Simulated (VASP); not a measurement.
# Zn in VASP: notebook

Zn is run at these levels: PBE; tasks: single point.

All numbers are computed with VASP 6.6.1; they aren't measurements. Logs are shortened: lines on timing, memory, paths and dates and some standing lists are left out, and cuts for length are marked.

### 1 The cell of the first run

The cell holds a slab with vacuum, 1 atom: a = 2.636 Å, b = 2.636 Å, c = 16.000 Å, α = 90.00°, β = 90.00°, γ = 120.00°.

### 2 Single point, PBE

The input, INCAR:

```
ALGO     = Normal         # electronic algorithm
DIPOL    = 0.5 0.5 0.500
EDIFF    = 1E-6           # SCF threshold, eV
ENCUT    = 520            # plane-wave cutoff, eV
GGA      = PE             # functional
IDIPOL   = 3            
ISIF     = 2              # what is computed and relaxed
ISMEAR   = -1             # smearing method
LASPH    = T              # aspherical terms in the spheres
LCHARG   = T              # write CHGCAR
LDIPOL   = T            
LELF     = T              # ELF
LREAL    = F              # projectors in reciprocal space
LVACPOTAV= T            
LVHAR    = T            
LWAVE    = F              # write WAVECAR
NBANDS   = 12             # bands
NELM     = 100            # most SCF steps
PREC     = Accurate       # precision mode
SIGMA    = 0.08           # smearing width, eV
```

The input, KPOINTS:

```
k-points
0
Gamma
  16 16 1
```

The input, POSCAR:

```
Zn
1.0
    2.6356265393      0.0000000000      0.0000000000
   -1.3178132696      2.2825195379      0.0000000000
    0.0000000000      0.0000000000     16.0000000000
Zn
1
Direct
    0.0000000000      0.0000000000      0.5000000000
```

Potentials or basis: VASP PAW PBE potentials, release 64 (Zn).

Started as:

```
cat potpaw_PBE.64/Zn/POTCAR > POTCAR
mpirun -np 1 vasp_std > vasp.out
```

OUTCAR:

```text
EDIFF = 1E-6
   ENCUT = 520
   GGA = PE
   ISIF = 2
   ISMEAR = -1
   LASPH = T
   LREAL = F
   NELM = 100
   PREC = Accurate

 ion  position               nearest neighbor table
   1  0.000  0.000  0.500-

  LATTYP: Found a hexagonal cell.
 ALAT       =     2.6356265393
 C/A-ratio  =     6.0706628050

  Lattice vectors:

 A1 = (   2.6356265393,   0.0000000000,   0.0000000000)
 A2 = (  -1.3178132696,   2.2825195379,   0.0000000000)
 A3 = (   0.0000000000,   0.0000000000,  16.0000000000)

Analysis of symmetry for initial positions (statically):
=====================================================================
 Subroutine PRICEL returns:
 Original cell was already a primitive cell.

 Routine SETGRP: Setting up the symmetry group for a
 hexagonal supercell.

 Subroutine GETGRP returns: Found 24 space group operations
 (whereof 24 operations were pure point group operations)
 out of a pool of 24 trial point group operations.

The static configuration has the point symmetry D_6h.

Analysis of symmetry for dynamics (positions and initial velocities):
=====================================================================
 Subroutine PRICEL returns:
 Original cell was already a primitive cell.

 Routine SETGRP: Setting up the symmetry group for a
 hexagonal supercell.

 Subroutine GETGRP returns: Found 24 space group operations
 (whereof 24 operations were pure point group operations)
 out of a pool of 24 trial point group operations.

The dynamic configuration has the point symmetry D_6h.

 Subroutine INISYM returns: Found 24 space group operations
 (whereof 24 operations are pure point group operations),
 and found     1 'primitive' translations

----------------------------------------------------------------------------------------

                                     Primitive cell

  volume of cell :      96.2539

  direct lattice vectors                    reciprocal lattice vectors
     2.635626539  0.000000000  0.000000000     0.379416425  0.219056175  0.000000000
    -1.317813270  2.282519538  0.000000000     0.000000000  0.438112351  0.000000000
     0.000000000  0.000000000 16.000000000     0.000000000  0.000000000  0.062500000

  length of vectors
     2.635626539  2.635626539 16.000000000     0.438112351  0.438112351  0.062500000

  position of ions in fractional coordinates (direct lattice)
     0.000000000  0.000000000  0.500000000

  ion indices of the primitive-cell ions
   primitive index   ion index
                 1           1

----------------------------------------------------------------------------------------

 KPOINTS: k-points

Automatic generation of k-mesh.
 Grid dimensions read from file:
 generate k-points for:   16   16    1

 Generating k-lattice:

  Cartesian coordinates                     Fractional coordinates (reciprocal lattice)
     0.023713527  0.013691011  0.000000000     0.062500000  0.000000000  0.000000000
     0.000000000  0.027382022  0.000000000     0.000000000  0.062500000  0.000000000
     0.000000000  0.000000000  0.062500000     0.000000000  0.000000000  1.000000000

  Length of vectors
     0.027382022  0.027382022  0.062500000

  Shift w.r.t. Gamma in fractional coordinates (k-lattice)
     0.000000000  0.000000000  0.000000000

 Subroutine IBZKPT returns following result:
 ===========================================

 Found     30 irreducible k-points:

 Following reciprocal coordinates:
            Coordinates               Weight
  0.000000  0.000000  0.000000      1.000000
  0.062500  0.000000  0.000000      6.000000
  0.125000  0.000000  0.000000      6.000000
  0.187500  0.000000  0.000000      6.000000
  0.250000  0.000000  0.000000      6.000000
  0.312500  0.000000  0.000000      6.000000
[... 16 lines left out ...]
  0.187500  0.187500  0.000000      6.000000
  0.250000  0.187500  0.000000     12.000000
 [... further k-points ...]
   k-points           NKPTS =     30   k-points in BZ     NKDIM =     30   number of bands    NBANDS=     12
   number of dos      NEDOS =    301   number of ions     NIONS =      1
   total plane-waves  NPLWV =  48000
   dimension x,y,z NGX =    20 NGY =   20 NGZ =  120
   dimension x,y,z NGXF=    40 NGYF=   40 NGZF=  240
   ions per type =               1
   NGX,Y,Z   is equivalent  to a cutoff of  12.62, 12.62, 12.47 a.u.
   NGXF,Y,Z  is equivalent  to a cutoff of  25.23, 25.23, 24.94 a.u.
 SYSTEM =  unknown system
   PREC   = accura    normal or accurate (medium, high low for compatibility)
   ISTART =      0    job   : 0-new  1-cont  2-samecut
   ICHARG =      2    charge: 1-file 2-atom 10-const
   ISPIN  =      1    spin polarized calculation?
   LNONCOLLINEAR =      F non collinear calculations
   LSORBIT =      F    spin-orbit coupling
   LASPH  =      T    aspherical Exc in radial PAW
   ENCUT  =  520.0 eV  38.22 Ry    6.18 a.u.   4.90  4.90 29.75*2*pi/ulx,y,z
   NELM   =    100;   NELMIN=  2; NELMDL= -5     # of ELM steps
   EDIFF  = 0.1E-05   stopping-criterion for ELM
   LREAL  =      F    real-space projection
   EDIFFG = 0.1E-04   stopping-criterion for IOM
   NSW    =      0    number of steps for IOM
   IBRION =     -1    ionic relax: 0-MD 1-quasi-New 2-CG
   NFREE  =      0    steps in history (QN), initial steepest desc. (CG)
   ISIF   =      2    stress and relaxation
   ISYM   =      2    0-nonsym 1-usesym 2-fastsym
   POTIM  = 0.5000    time-step for ionic-motion
   TEBEG  =    0.0;   TEEND  =   0.0 temperature during run
   PSTRESS=    0.0 pullay stress
   NELECT =      12.0000    total number of electrons
   NUPDOWN=      -1.0000    fix difference up-down
   EMIN   =  10.00;   EMAX   =-10.00  energy-range for DOS
   EFERMI =   0.00;   METHOD = LEGACY
   ISMEAR =    -1;   SIGMA  =   0.08  broadening in eV -4-tet -1-fermi 0-gaus
   EFERMI_NEDOS =   21; number of points for ismear=-14 and -15
   IALGO  =     38    algorithm
   IMIX   =      4    mixing-type and parameters
     AMIX     =   0.40;   BMIX     =  1.00
     AMIX_MAG =   1.60;   BMIX_MAG =  1.00
  volume/ion in A,a.u.               =      96.25       649.55
  Fermi-wavevector in a.u.,A,eV,Ry     =   0.817829  1.545473  9.100177  0.668844
  Thomas-Fermi vector in A             =   1.928347
   LORBIT       =      0    0 simple, 1 ext, 2 COOP (PROOUT), +10 PAW based schemes
   GGA     = PE    functional components
   LHFCALC =     F    Hartree Fock is set to
   AEXX    =    0.0000 exact exchange contribution
   IVDW    =     0    specifies the selected vdW correction
   LEPSILON=     F    determine dielectric tensor
   LRPA    =     F    only Hartree local field effects (RPA)
 non-spin polarized calculation
  energy-cutoff  :      520.00
  volume of cell :       96.25
 maximum number of plane-waves:      2625
 NGX is ok and might be reduce to    20
   NGX =  9   NGY =  9   NGZ = 59

 number of electron      11.9999998 magnetization

 dipolmoment           0.000000      0.000000     -0.000000 electrons x Angstroem

 Free energy of the ion-electron system (eV)
  ---------------------------------------------------
  ext. energy  EPLUGINS =         0.00000000
  ---------------------------------------------------
  free energy    TOTEN  =        -0.77178491 eV

  energy without entropy =       -0.75511762  energy(sigma->0) =       -0.76345126

 E-fermi :  -2.8632     XC(G=0):  -2.8778

 val. band max:       -2.9473549032   @ k =   0.4375   0.1250   0.0000
 cond. band min:      -2.8465447806   @ k =   0.3750   0.1875   0.0000
 fundamental gap:      0.1008101226
 Fermi energy:        -2.8631674616

 k-point     1 :       0.0000    0.0000    0.0000
  band No.  band energies     occupation
      1     -11.3510      2.00000
      2     -10.1495      2.00000
      3     -10.1495      2.00000
      4      -9.7027      2.00000
      5      -9.7027      2.00000
      6      -9.4840      2.00000
      7      -3.7345      1.99996
      8       0.3337      0.00000
      9       1.2077      0.00000
     10       1.5974      0.00000
     11       3.7326      0.00000
     12       4.0874      0.00000

 k-point     2 :       0.0625    0.0000    0.0000
  band No.  band energies     occupation
      1     -11.2632      2.00000
      2     -10.1646      2.00000
      3     -10.1217      2.00000
      4      -9.7365      2.00000
      5      -9.7074      2.00000
      6      -9.4395      2.00000
      7      -3.5971      1.99979
      8       0.4438      0.00000
      9       1.3223      0.00000
     10       1.7084      0.00000
     11       3.8477      0.00000
     12       4.1962      0.00000

 k-point     3 :       0.1250    0.0000    0.0000
  band No.  band energies     occupation
      1     -11.0300      2.00000
      2     -10.2000      2.00000
      3     -10.0415      2.00000
      4      -9.8281      2.00000
      5      -9.7210      2.00000
      6      -9.2848      2.00000
      7      -3.1939      1.96847
      8       0.7743      0.00000
      9       1.6659      0.00000
     10       2.0415      0.00000
     11       4.1924      0.00000
     12       4.5225      0.00000
[... 286 lines left out ...]
 k-point    23 :       0.1875    0.1875    0.0000
  band No.  band energies     occupation
      1     -10.3818      2.00000
      2     -10.2666      2.00000
      3     -10.1884      2.00000
      4      -9.8462      2.00000
      5      -9.6882      2.00000
      6      -7.0324      2.00000
      7      -0.3537      0.00000
      8       3.3004      0.00000
      9       4.2809      0.00000
     10       4.5760      0.00000
     11       6.0701      0.00000
     12       6.3580      0.00000

 k-point    24 :       0.2500    0.1875    0.0000
  band No.  band energies     occupation
      1     -10.4415      2.00000
      2     -10.2463      2.00000
      3     -10.1064      2.00000
      4      -9.8961      2.00000
      5      -9.6596      2.00000
      6      -5.8472      2.00000
      7       0.7990      0.00000
      8       3.6136      0.00000
      9       4.4954      0.00000
     10       5.4050      0.00000
     11       5.4637      0.00000
     12       5.8328      0.00000

 [... further k-points ...]

------------------------ aborting loop because EDIFF is reached ----------------------------------------

  FORCE on cell =-STRESS in cart. coord.  units (eV):
  Direction    XX          YY          ZZ          XY          YZ          ZX
  --------------------------------------------------------------------------------------
  -------------------------------------------------------------------------------------
  Total       -0.6900484     -0.6900484     -0.0010638     -0.0000000     -0.0000000      0.0000000
  in kB      -11.4860789    -11.4860789     -0.0177075     -0.0000000     -0.0000000      0.0000000
  external PRESSURE =      -7.6632884 kB  Pullay stress =       0.0000000 kB

 VOLUME and BASIS-vectors are now :
 -----------------------------------------------------------------------------
  energy-cutoff  :      520.00
  volume of cell :       96.25
      direct lattice vectors                 reciprocal lattice vectors
     2.635626539  0.000000000  0.000000000     0.379416425  0.219056175  0.000000000
    -1.317813270  2.282519538  0.000000000     0.000000000  0.438112351  0.000000000
     0.000000000  0.000000000 16.000000000     0.000000000  0.000000000  0.062500000

 POSITION                                       TOTAL-FORCE (eV/Angst)
 -----------------------------------------------------------------------------------
      0.00000      0.00000      8.00000         0.000000      0.000000      0.000000
 -----------------------------------------------------------------------------------
    total drift:                               -0.000000      0.000000     -0.000000

  FREE ENERGIE OF THE ION-ELECTRON SYSTEM (eV)
  ---------------------------------------------------
  free  energy   TOTEN  =        -0.7717849121 eV

  energy  without entropy=       -0.7551176177  energy(sigma->0) =       -0.76345126

 vacuum level on the upper side and lower side of the slab         1.140         1.140
```

Run time: 34 s. Hardware: 1 thread of Intel Xeon Platinum 8488C (Sapphire Rapids), shared host; peak memory 0.2 GiB.

Results:

```
Free energy            : -0.7718 eV
Band gap on the k mesh : zero (bands 6 and 7 overlap by 2.43 eV)
```

[end of part 1 of 2]

The gap in the log of VASP goes by the Fermi energy; the results here count the filled bands.